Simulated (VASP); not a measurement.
A run of VASP 6.6.1 is set up as follows.

INCAR

```
PREC = Accurate ; ENCUT = 500
EDIFF = 1E-6 ; ISMEAR = 0
SIGMA = 0.2 ; LREAL = False
LASPH = True ; NELM = 120
ALGO = Normal ; ISIF = 2
LWAVE = False ; LCHARG = False
GGA = PE ; NBANDS = 18
GGA_COMPAT = False
```

File KPOINTS:

```
Automatic mesh
0
Gamma
  7 7 3
```

POSCAR

```
Si2Ge
1.0
    2.7478817994      0.0000000000      0.0000000000
   -1.3739408997      2.3797354449      0.0000000000
    0.0000000000      0.0000000000      7.5470008672
Si Ge
2 1
Direct
    0.0000000000      0.0000000000      0.9642424714
    0.0000000000      0.0000000000      0.2907883881
    0.0000000000      0.0000000000      0.6275104905
```

Potentials or basis: VASP PAW PBE potentials, release 64 (Si, Ge_d).

Command:

```console
$ cat potpaw_PBE.64/Si/POTCAR potpaw_PBE.64/Ge_d/POTCAR > POTCAR
$ mpirun -np 1 vasp_std > vasp.out
```

Question: Estimate the band gap on the k mesh.

Answer: Zero (band 11 reaches 16.33 eV, above the bottom of band 12 at 6.58 eV).

Question: Estimate the pressure.

Answer: 0.0 GPa.

Stress tensor (GPa, compression positive):
```
-0.04  0.00  0.00
 0.00 -0.04  0.00
 0.00  0.00  0.07
```

Caveat: the k points lie up to 0.38 Å⁻¹ apart.
